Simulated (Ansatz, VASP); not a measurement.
# Be4ZnSe in VASP and in Ansatz

The input INCAR:

```
SYSTEM = Be4ZnSe
ALGO = Normal
EDIFF = 1E-6
EDIFFG = -0.08
ENCUT = 600
GGA = PE
IBRION = 2
ISIF = 3
ISMEAR = 0
LASPH = .TRUE.
LCHARG = .FALSE.
LREAL = .FALSE.
LWAVE = .FALSE.
NELM = 80
NSW = 36
PREC = Accurate
SIGMA = 0.2
```

File KPOINTS:

```
k-points
0
G
  5 5 3
  0 0 0
```

The input POSCAR:

```
Be4ZnSe
1.0
    4.0438407600      0.0000000000      0.0000000000
   -2.0219203800      3.5020688200      0.0000000000
    0.0000000000      0.0000000000      6.0052745300
Be Zn Se
4 1 1
Direct
    0.5003827700      0.4996172300      0.0173680900
    0.5003827700      0.0007655300      0.0173680900
    0.9992344700      0.4996172300      0.0173680900
    0.0000000000      0.0000000000      0.1429079500
    0.0000000000      0.0000000000      0.4941734500
    0.6666666700      0.3333333300      0.3192829200
```

Input for Ansatz:

```yaml
crystal:
  lattice:
    - [4.04384076, 0.0, 0.0]
    - [-2.02192038, 3.50206882, 0.0]
    - [0.0, 0.0, 6.00527453]
  atoms:
    - { symbol: Be, position: [0.50038277, 0.49961723, 0.01736809] }
    - { symbol: Be, position: [0.50038277, 0.00076553, 0.01736809] }
    - { symbol: Be, position: [0.99923447, 0.49961723, 0.01736809] }
    - { symbol: Be, position: [0.0, 0.0, 0.14290795] }
    - { symbol: Zn, position: [0.0, 0.0, 0.49417345] }
    - { symbol: Se, position: [0.66666667, 0.33333333, 0.31928292] }
basis:
  ecutwfc: 420
kpoints:
  mp_grid: { grid: [5, 5, 3] }
hamiltonian:
  xc: pbe
scf:
  occupations: { method: gaussian, width: 0.2 }
  lower_state_search: "off"
output:
  forces: true
  stress: true
  eigenvalues: true
relax:
  adjacent_minimum: "off"
  f_tol: 0.08
  max_steps: 16
  cell: { stress_tol: 0.8 }
```

Alike in both runs: task relaxation of cell and atoms; functional PBE; k mesh 5 × 5 × 3; occupations gaussian, width 0.2 eV; no spin polarisation.

|  | VASP | Ansatz |
| --- | --- | --- |
| version | VASP 6.6.1 | Ansatz 0.2.0 |
| potentials or method | VASP PAW PBE potentials, release 64 (Be, Zn, Se), cutoff 600 eV | scalar-relativistic, plane waves, PAW |
| valence electrons in the cell | 26 | 36 |

|  | VASP | Ansatz | Ansatz less VASP |
| --- | --- | --- | --- |
| gap on the k mesh at the Fermi level, each at its own relaxed structure (eV) | none | none | - |
| relaxed volume (Å³/atom) | 14.23 | 13.98 | -0.246 |
| relaxed length of the cell vector where the two differ most in proportion (Å) | 5.549 | 5.451 | -0.0983 |

A gap of «none» marks a metal or a gap that the smearing closes. VASP's potentials hold 26 valence electrons a cell and Ansatz's 36, so a difference there can come from the potentials and not from the codes.
